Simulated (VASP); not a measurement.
# Sc2GaN3 (Cmc2_1) in VASP: single point with PBE

Aim: the single point of Sc2GaN3 with PBE.

Program: VASP 6.6.1. These are calculated values, not measurements. Logs are shortened: lines on timing, memory, paths and dates and some standing lists are left out, and cuts for length are marked.

**1. The cell of the first run**

Symmetry: Cmc2_1, No. 36, orthorhombic system. Conventional cell: a = 10.802 Å, b = 6.229 Å, c = 4.587 Å, α = 90.00°, β = 90.00°, γ = 90.00°. Within 2.8 Å of Sc (site symmetry 1) lie 5 N at 2.09 to 2.35 Å. Ga (site symmetry m) has 5 N at 1.95 to 2.54 Å within 2.6 Å. N (site symmetry 1) has 1 Ga at 2.02 Å and 4 Sc at 2.14 to 2.35 Å within 2.7 Å. Within 2.6 Å of N (site symmetry m) lie 3 Ga at 1.95 to 2.54 Å and 2 Sc at 2.09 Å.

**2. Single point, PBE**

File INCAR:

```
SYSTEM = Sc2GaN3
PREC = Accurate
ENCUT = 520
EDIFF = 1E-6
ISMEAR = 0
SIGMA = 0.02
LREAL = .False.
LASPH = .True.
NELM = 100
ALGO = Normal
ISIF = 2
LWAVE = .False.
LCHARG = .False.
GGA = PE
NBANDS = 62
```

File KPOINTS:

```
regular mesh
0
Gamma
  6 6 6
  0 0 0
```

File POSCAR:

```
Sc2GaN3
1.0
    5.4012176368     -3.1144895933      0.0000000000
    5.4012176368      3.1144895933      0.0000000000
    0.0000000000      0.0000000000      4.5871541119
Sc Ga N
4 2 6
Direct
    0.1635850510      0.5114349668      0.4452906064
    0.8364149490      0.4885650332      0.9452906064
    0.5114349668      0.1635850510      0.9452906064
    0.4885650332      0.8364149490      0.4452906064
    0.1655456011      0.8344543989      0.9681599332
    0.8344543989      0.1655456011      0.4681599332
    0.4903215679      0.8309785370      0.9339478212
    0.1690214630      0.5096784321      0.9339478212
    0.8544988114      0.1455011886      0.9143632116
    0.8309785370      0.4903215679      0.4339478212
    0.5096784321      0.1690214630      0.4339478212
    0.1455011886      0.8544988114      0.4143632116
```

Potentials or basis: VASP PAW PBE potentials, release 64 (Sc_sv, Ga_d, N).

The run is started by

```bash
$ cat potpaw_PBE.64/Sc_sv/POTCAR potpaw_PBE.64/Ga_d/POTCAR potpaw_PBE.64/N/POTCAR > POTCAR
$ mpirun -np 1 vasp_std > vasp.out
```

OUTCAR:

```text
SYSTEM = Sc2GaN3
   PREC = Accurate
   ENCUT = 520
   EDIFF = 1E-6
   ISMEAR = 0
   LREAL = .False.
   LASPH = .True.
   NELM = 100
   ISIF = 2
   GGA = PE

 ion  position               nearest neighbor table
   1  0.164  0.511  0.445-  12 2.09  10 2.14  11 2.15   8 2.24   8 2.35   5 2.98   2 3.12   2 3.12
                             5 3.14   3 3.16   3 3.16
   2  0.836  0.489  0.945-   9 2.09   8 2.14   7 2.15  10 2.24  10 2.35   6 2.98   1 3.12   1 3.12
                             6 3.14   4 3.16   4 3.16
   3  0.511  0.164  0.945-   9 2.09   7 2.14   8 2.15  11 2.24  11 2.35   6 2.98   4 3.12   4 3.12
                             6 3.14   1 3.16   1 3.16
   4  0.489  0.836  0.445-  12 2.09  11 2.14  10 2.15   7 2.24   7 2.35   5 2.98   3 3.12   3 3.12
                             5 3.14   2 3.16   2 3.16
   5  0.166  0.834  0.968-   9 1.95   8 2.02   7 2.02  12 2.05   1 2.98   4 2.98   1 3.14   4 3.14

   6  0.834  0.166  0.468-  12 1.95  11 2.02  10 2.02   9 2.05   2 2.98   3 2.98   2 3.14   3 3.14

   7  0.490  0.831  0.934-   5 2.02   3 2.14   2 2.15   4 2.24   4 2.35
   8  0.169  0.510  0.934-   5 2.02   2 2.14   3 2.15   1 2.24   1 2.35
   9  0.854  0.146  0.914-   5 1.95   6 2.05   2 2.09   3 2.09
  10  0.831  0.490  0.434-   6 2.02   1 2.14   4 2.15   2 2.24   2 2.35
  11  0.510  0.169  0.434-   6 2.02   4 2.14   1 2.15   3 2.24   3 2.35
  12  0.146  0.854  0.414-   6 1.95   5 2.05   1 2.09   4 2.09

  LATTYP: Found a base centered orthorhombic cell.
 ALAT       =     6.2289791866
 B/A-ratio  =     1.7342224063
 C/A-ratio  =     0.7364214865

  Lattice vectors:

 A1 = (  -5.4012176368,  -3.1144895933,   0.0000000000)
 A2 = (   5.4012176368,  -3.1144895933,   0.0000000000)
 A3 = (   0.0000000000,   0.0000000000,   4.5871541119)

Analysis of symmetry for initial positions (statically):
=====================================================================
 Subroutine PRICEL returns:
 Original cell was already a primitive cell.

 Routine SETGRP: Setting up the symmetry group for a
 base centered orthorhombic supercell.

 Subroutine GETGRP returns: Found  4 space group operations
 (whereof  2 operations were pure point group operations)
 out of a pool of  8 trial point group operations.

The static configuration has the point symmetry C_1h.
 The point group associated with its full space group is C_2v.

Analysis of symmetry for dynamics (positions and initial velocities):
=====================================================================
 Subroutine PRICEL returns:
 Original cell was already a primitive cell.

 Routine SETGRP: Setting up the symmetry group for a
 base centered orthorhombic supercell.

 Subroutine GETGRP returns: Found  4 space group operations
[... 141 lines left out ...]
   IALGO  =     38    algorithm
   IMIX   =      4    mixing-type and parameters
     AMIX     =   0.40;   BMIX     =  1.00
     AMIX_MAG =   1.60;   BMIX_MAG =  1.00
  volume/ion in A,a.u.               =      12.86        86.79
  Fermi-wavevector in a.u.,A,eV,Ry     =   1.416634  2.677049 27.304862  2.006851
  Thomas-Fermi vector in A             =   2.537948
   LORBIT       =      0    0 simple, 1 ext, 2 COOP (PROOUT), +10 PAW based schemes
   GGA     = PE    functional components
   LHFCALC =     F    Hartree Fock is set to
   AEXX    =    0.0000 exact exchange contribution
   IVDW    =     0    specifies the selected vdW correction
   LEPSILON=     F    determine dielectric tensor
   LRPA    =     F    only Hartree local field effects (RPA)
 non-spin polarized calculation
 Gauss-broadening in eV      SIGMA  =   0.02
  energy-cutoff  :      520.00
  volume of cell :      154.33
 maximum number of plane-waves:      4186
 NGX is ok and might be reduce to    48
   NGX = 23   NGY = 23   NGZ = 17

 number of electron     100.0000010 magnetization

 Free energy of the ion-electron system (eV)
  ---------------------------------------------------
  ext. energy  EPLUGINS =         0.00000000
  ---------------------------------------------------
  free energy    TOTEN  =       -95.75407254 eV

  energy without entropy =      -95.75407254  energy(sigma->0) =      -95.75407254

 E-fermi :   4.8080     XC(G=0): -11.0337

 val. band max:        4.7012286865   @ k =   0.0000   0.0000   0.0000
 cond. band min:       5.7644058257   @ k =   0.0000   0.0000   0.0000
 fundamental gap:      1.0631771391
 Fermi energy:         4.8079572369

 k-point     1 :       0.0000    0.0000    0.0000
  band No.  band energies     occupation
      1     -43.5926      2.00000
      2     -43.5457      2.00000
      3     -43.5413      2.00000
      4     -43.5190      2.00000
      5     -22.4290      2.00000
      6     -22.4062      2.00000
[... 1549 lines left out ...]
     61       9.2457      0.00000
     62       9.5587      0.00000

 [... further k-points ...]

------------------------ aborting loop because EDIFF is reached ----------------------------------------

  FORCE on cell =-STRESS in cart. coord.  units (eV):
  Direction    XX          YY          ZZ          XY          YZ          ZX
  --------------------------------------------------------------------------------------
  -------------------------------------------------------------------------------------
  Total        0.6471482      0.6001145      0.5687604      0.0000000      0.0000000      0.0000000
  in kB        6.7183474      6.2300689      5.9045665      0.0000000      0.0000000      0.0000000
  external PRESSURE =       6.2843276 kB  Pullay stress =       0.0000000 kB

 VOLUME and BASIS-vectors are now :
 -----------------------------------------------------------------------------
  energy-cutoff  :      520.00
  volume of cell :      154.33
      direct lattice vectors                 reciprocal lattice vectors
     5.401217637 -3.114489593  0.000000000     0.092571719 -0.160539949  0.000000000
     5.401217637  3.114489593  0.000000000     0.092571719  0.160539949  0.000000000
     0.000000000  0.000000000  4.587154112     0.000000000  0.000000000  0.218000088

 POSITION                                       TOTAL-FORCE (eV/Angst)
 -----------------------------------------------------------------------------------
      3.64593      1.08337      2.04262        -0.007877     -0.004486     -0.003894
      7.15651     -1.08337      4.33619         0.007877      0.004486     -0.003894
      3.64593     -1.08337      4.33619        -0.007877      0.004486     -0.003894
      7.15651      1.08337      2.04262         0.007877     -0.004486     -0.003894
      5.40122      2.08331      4.44110         0.000000      0.005712     -0.014600
      5.40122     -2.08331      2.14752         0.000000     -0.005712     -0.014600
      7.13663      1.06097      4.28416        -0.024069      0.012837      0.004568
      3.66581      1.06097      4.28416         0.024069      0.012837      0.004568
      5.40122     -2.20817      4.19432         0.000000     -0.045630      0.013251
      7.13663     -1.06097      1.99059        -0.024069     -0.012837      0.004568
      3.66581     -1.06097      1.99059         0.024069     -0.012837      0.004568
      5.40122      2.20817      1.90075         0.000000      0.045630      0.013251
 -----------------------------------------------------------------------------------
    total drift:                               -0.000001      0.000000      0.000715

  FREE ENERGIE OF THE ION-ELECTRON SYSTEM (eV)
  ---------------------------------------------------
  free  energy   TOTEN  =       -95.7540725426 eV

  energy  without entropy=      -95.7540725426  energy(sigma->0) =      -95.75407254
```

OSZICAR:

```text
N       E                     dE             d eps       ncg     rms          rms(c)
DAV:   1     0.184890748123E+04    0.18489E+04   -0.43471E+04  6480   0.224E+03
DAV:   2     0.280570832326E+03   -0.15683E+04   -0.15286E+04  6944   0.766E+02
DAV:   3    -0.752591408015E+02   -0.35583E+03   -0.34155E+03  9490   0.329E+02
DAV:   4    -0.118302880249E+03   -0.43044E+02   -0.42582E+02 10034   0.115E+02
DAV:   5    -0.120130907097E+03   -0.18280E+01   -0.18113E+01 10400   0.296E+01    0.321E+01
DAV:   6    -0.955840995051E+02    0.24547E+02   -0.13562E+02 11088   0.699E+01    0.117E+01
DAV:   7    -0.958907185346E+02   -0.30662E+00   -0.11113E+01  9736   0.219E+01    0.846E+00
DAV:   8    -0.958228616761E+02    0.67857E-01   -0.18981E+00 10538   0.768E+00    0.188E+00
DAV:   9    -0.957528951106E+02    0.69967E-01   -0.42260E-01 10704   0.550E+00    0.895E-01
DAV:  10    -0.957528533257E+02    0.41785E-04   -0.52970E-02  9094   0.199E+00    0.286E-01
DAV:  11    -0.957536041278E+02   -0.75080E-03   -0.14907E-02 10208   0.104E+00    0.101E-01
DAV:  12    -0.957541682484E+02   -0.56412E-03   -0.48230E-03 10662   0.383E-01    0.106E-01
DAV:  13    -0.957540574867E+02    0.11076E-03   -0.78066E-04  9208   0.139E-01    0.426E-02
DAV:  14    -0.957540688687E+02   -0.11382E-04   -0.13834E-04 10128   0.685E-02    0.237E-02
DAV:  15    -0.957540737105E+02   -0.48419E-05   -0.56301E-05  9536   0.502E-02    0.144E-02
DAV:  16    -0.957540725480E+02    0.11625E-05   -0.21378E-05  9152   0.366E-02    0.421E-03
DAV:  17    -0.957540725426E+02    0.54060E-08   -0.25439E-06  6264   0.134E-02
   1 F= -.95754073E+02 E0= -.95754073E+02  d E =-.224077E-16
```

stdout:

```text
POSCAR found type information on POSCAR ScGaN
 POSCAR found :  3 types and      12 ions
 scaLAPACK will be used
 LDA part: xc-table for (Slater+PW92), standard interpolation
 POSCAR, INCAR and KPOINTS ok, starting setup
 FFT: planning ... GRIDC
 FFT: planning ... GRID_SOFT
 FFT: planning ... GRID
 WAVECAR not read
 entering main loop
```

Wall time 23 min (1 thread of Intel Xeon 8259CL, shared host); peak memory 0.53 GiB.

Results:

| Property | Result |
| --- | --- |
| Free energy | -95.7541 eV |
| Pressure | 0.6 GPa |
| Largest force | 0.048 eV/Å |
| Band gap on the k mesh | 1.06 eV |

Forces in eV/Å, atoms in the order of the input:
```
Sc  -0.008 -0.004 -0.004
Sc   0.008  0.004 -0.004
Sc  -0.008  0.004 -0.004
Sc   0.008 -0.004 -0.004
Ga   0.000  0.006 -0.015
Ga   0.000 -0.006 -0.015
N   -0.024  0.013  0.005
N    0.024  0.013  0.005
N    0.000 -0.046  0.013
N   -0.024 -0.013  0.005
N    0.024 -0.013  0.005
N    0.000  0.046  0.013
```

Levels at points of the mesh, in eV from the valence-band top:
| k point | band 47 | band 48 | band 49 | band 50 | band 51 | band 52 | band 53 | band 54 |
| --- | --- | --- | --- | --- | --- | --- | --- | --- |
| (0.00, 0.00, 0.00) | -1.64 | -1.48 | -1.21 | 0.00 | 1.06 | 1.52 | 2.15 | 2.33 |
| (0.50, 0.00, 0.00) | -1.33 | -0.98 | -0.88 | -0.86 | 2.05 | 2.19 | 2.41 | 2.61 |
| (0.50, 0.50, 0.00) | -1.14 | -1.07 | -1.05 | -0.68 | 1.65 | 2.00 | 2.43 | 2.97 |
| (0.00, 0.00, 0.50) | -1.83 | -1.83 | -0.76 | -0.76 | 2.69 | 2.69 | 2.86 | 2.86 |
| (0.50, 0.00, 0.50) | -1.50 | -1.50 | -0.96 | -0.96 | 2.79 | 2.79 | 3.72 | 3.72 |
| (0.50, 0.50, 0.50) | -1.72 | -1.72 | -0.93 | -0.93 | 2.51 | 2.51 | 3.56 | 3.56 |

A k mesh can miss the band edges.
